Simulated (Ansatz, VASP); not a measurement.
**Two plane-wave programs on HfSc2O3**

```
Hf Sc O
1.0
     3.17701    0.00000    0.00000
    -1.58851    2.75137    0.00000
     0.00000    0.00000    7.75484
Hf Sc O
1 2 3
Direct
  0.00000 0.00000 0.00000
  0.33333 0.66667 0.66580
  0.66667 0.33333 0.33420
  0.33333 0.66667 0.17262
  0.66667 0.33333 0.82738
  0.00000 0.00000 0.50000
```

Change from the starting cell: species swapped into the Mg2ZnO3 type (P-3m1, No. 164).

Alike in both runs: task relaxation of cell and atoms; functional PBE; k mesh 6 × 6 × 2; occupations gaussian, width 0.1 eV; no spin polarisation.

|  | VASP | Ansatz |
| --- | --- | --- |
| version | VASP 6.6.1 | Ansatz 0.2.0 |
| potentials or method | VASP PAW PBE potentials, release 64 (Hf_pv, Sc_sv, O), cutoff 600 eV | scalar-relativistic, plane waves, PAW |
| valence electrons in the cell | 50 | 66 |

VASP gave:

```
gap on the k mesh at the Fermi level, each at its own relaxed structure (eV)  : none
relaxed volume (Å³/atom)                                                      : 11.41
relaxed length of the cell vector where the two differ most in proportion (Å) : 8.339
```

Estimate Ansatz's values.

gap on the k mesh at the Fermi level, each at its own relaxed structure (eV): none; relaxed volume (Å³/atom): 11.48; relaxed length of the cell vector where the two differ most in proportion (Å): 8.358.

A gap of «none» marks a metal or a gap that the smearing closes. VASP's potentials hold 50 valence electrons a cell and Ansatz's 66, so a difference there can come from the potentials and not from the codes.

The k mesh is coarse, so the values compare programs but aren't converged. Spin-orbit coupling is off throughout.
